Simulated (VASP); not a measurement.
# Ag: single point with PBEsol

Crystal: Ag.

```xyz
1
Lattice="0.0000 2.1248 2.0431 2.1248 0.0000 2.0431 2.1248 2.1248 0.0000" Properties=species:S:1:pos:R:3 pbc="T T T"
Ag    0.0000    0.0000    0.0000
```

This cell differs from its parent crystal: strain +0.040 along x and y, +0.000 along z.

```json
{
  "Program": "VASP 6.6.1",
  "Task": "single point",
  "Functional": "PBEsol",
  "Potentials or basis": "VASP PAW PBE potentials, release 64 (Ag)",
  "Cutoff": "520 eV",
  "k mesh": "20 × 20 × 20",
  "Occupations": "gaussian, width 0.15 eV",
  "Spin": "no spin polarisation",
  "Dipole correction": "no",
  "Further INCAR settings": "ALGO = Normal; EDIFF = 1e-06; NBANDS = 12"
}
```

```json
{
 "Pressure": "-9.2 GPa",
 "Band gap on the k mesh": "zero (an odd number of electrons rules out a gap without spin polarisation)"
}
```

Stress tensor (GPa, compression positive):
```
-9.51  0.00  0.00
 0.00 -9.51  0.00
 0.00  0.00 -8.46
```

Levels at points of the mesh, in eV from the Fermi level:
```
           k point  band 2  band 3  band 4  band 5  band 6  band 7  band 8  band 9  band 10  band 11
(0.00, 0.00, 0.00)   -4.55   -4.55   -4.34   -3.69   -3.47   15.83   18.79   18.79    19.19    23.55
(0.50, 0.00, 0.00)   -4.60   -4.39   -2.93   -2.83   -0.23    3.19   14.93   16.57    17.60    21.35
(0.50, 0.50, 0.00)   -5.80   -2.91   -2.69   -2.69    2.07    6.76    9.78    9.78    15.77    15.84
(0.50, 0.00, 0.50)   -5.80   -2.91   -2.78   -2.63    1.43    5.84   10.45   10.47    16.48    16.49
```

Run time: 96 s on 1 thread of Intel Xeon 8259CL, with other jobs on the host, peak memory 0.26 GiB.

Caveat: the cell differs from its parent crystal (strain +0.040 along x and y, +0.000 along z); the cell stands under tension; the PAW data sets were made with another functional, which shifts forces and pressure a little.
